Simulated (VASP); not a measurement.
Wanted: the native input for a VASP 6.6.1 run.

| Quantity | Value |
| --- | --- |
| Task | single point |
| Functional | LDA |
| Potentials or basis | VASP PAW LDA potentials, release 64 (Te) |
| Cutoff | 520 eV |
| k mesh | 7 × 7 × 5 |
| Occupations | tetrahedron |
| Spin | non-collinear spin, zero start, spin-orbit coupling |
| Starting moments | [[0.0, 0.0, 0.0], [0.0, 0.0, 0.0], [0.0, 0.0, 0.0]] μB |
| Dipole correction | no |
| Further INCAR settings | ALGO = Normal; EDIFF = 1e-06; NBANDS = 31 |

The structure of Te lies in POSCAR:

```
Te
1.0
    4.5341468484      0.0000000000      0.0000000000
   -2.2670734242      3.9266863553      0.0000000000
    0.0000000000      0.0000000000      6.0309282756
Te
3
Direct
    0.7310000000      0.7310000000      0.5000000000
    0.0000000000      0.2690000000      0.8333333333
    0.2690000000      0.0000000000      0.1666666667
```

These files were run (other wordings do the same):

INCAR

```
PREC     = Accurate       # precision mode
ENCUT    = 520            # plane-wave cutoff, eV
EDIFF    = 1E-6           # SCF threshold, eV
ISMEAR   = -5             # smearing method
SIGMA    = 0.1            # smearing width, eV
LREAL    = False          # projectors in reciprocal space
LASPH    = True           # aspherical terms in the spheres
NELM     = 150            # most SCF steps
ALGO     = Normal         # electronic algorithm
ISIF     = 2              # what is computed and relaxed
LWAVE    = False          # write WAVECAR
LCHARG   = False          # write CHGCAR
MAGMOM   = 0 0 0 0 0 0 0 0 0 # initial moments
LORBIT   = 11             # projections on sites
LSORBIT  = True           # spin-orbit coupling
GGA_COMPAT= False        
LORBMOM  = True         
GGA      = CA             # functional
NBANDS   = 31             # bands
```

KPOINTS

```
regular mesh
0
Gamma
  7 7 5
```

Potentials or basis: VASP PAW LDA potentials, release 64 (Te).

The run is started by

```bash
$ cat potpaw_LDA.64/Te/POTCAR > POTCAR
$ mpirun -np 1 vasp_ncl > vasp.out
```

It gave:

```
Pressure                                              : -3.7 GPa
Largest force                                         : 0.138 eV/Å
Net moment                                            : 0.00 μB per cell
Valence electrons inside the program's atomic spheres : Te 3.28
```

Caveat: the cell stands under tension.

Run time: 2.4 min on 1 thread of Intel(R) Xeon(R) Platinum 8488C (Sapphire Rapids), with other jobs on the host, peak memory 0.47 GiB.
